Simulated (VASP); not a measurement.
Input of a VASP 6.6.1 run:

Contents of INCAR:

```
SYSTEM = CO2
ALGO     = Normal         ! electronic algorithm
EDIFF    = 1E-6           ! SCF threshold, eV
ENCUT    = 520            ! plane-wave cutoff, eV
GGA      = PE             ! functional
ISIF     = 2              ! what is computed and relaxed
ISMEAR   = 0              ! smearing method
LASPH    = .TRUE.         ! aspherical terms in the spheres
LCHARG   = .TRUE.         ! write CHGCAR
LELF     = .TRUE.         ! ELF
LREAL    = .FALSE.        ! projectors in reciprocal space
LVHAR    = .TRUE.       
LWAVE    = .FALSE.        ! write WAVECAR
NBANDS   = 44             ! bands
NELM     = 80             ! most SCF steps
PREC     = Accurate       ! precision mode
SIGMA    = 0.05           ! smearing width, eV
```

The input KPOINTS:

```
k-points
0
G
  4 4 4
  0 0 0
```

Contents of POSCAR:

```
CO2
1.0
    6.1193667355      0.0000000000      0.0000000000
    0.0000000000      6.1193667355      0.0000000000
    0.0000000000      0.0000000000      5.5563849958
C O
4 8
Direct
    0.0000000000      0.0000000000      0.0000000000
    0.5000000000      0.0000000000      0.5000000000
    0.5000000000      0.5000000000      0.0000000000
    0.0000000000      0.5000000000      0.5000000000
    0.1114834447      0.1114834447      0.1114834447
    0.3885165553      0.8885165553      0.6114834447
    0.6114834447      0.3885165553      0.8885165553
    0.8885165553      0.6114834447      0.3885165553
    0.8885165553      0.8885165553      0.8885165553
    0.6114834447      0.1114834447      0.3885165553
    0.3885165553      0.6114834447      0.1114834447
    0.1114834447      0.3885165553      0.6114834447
```

Potentials or basis: VASP PAW PBE potentials, release 64 (C, O).

Run with:

```bash
$ cat potpaw_PBE.64/C/POTCAR potpaw_PBE.64/O/POTCAR > POTCAR
$ mpirun -np 1 vasp_std > vasp.out
```

Problem. Predict the pressure.

Solution. 7.7 GPa.

Problem. Estimate the largest force.

Solution. 3.296 eV/Å.

Problem. Estimate the band gap on the k mesh.

Solution. 6.75 eV.

Stress tensor (GPa, compression positive):
```
8.01 0.00 0.00
0.00 8.07 0.00
0.00 0.00 7.00
```

Caveat: the cell stands under pressure; this functional lacks dispersion, which holds the molecules together, so the pressure and a relaxed volume are unreliable; forces of over 1 eV/Å act on the atoms, so gaps and moduli don't describe the material at rest. A k mesh can miss the band edges.
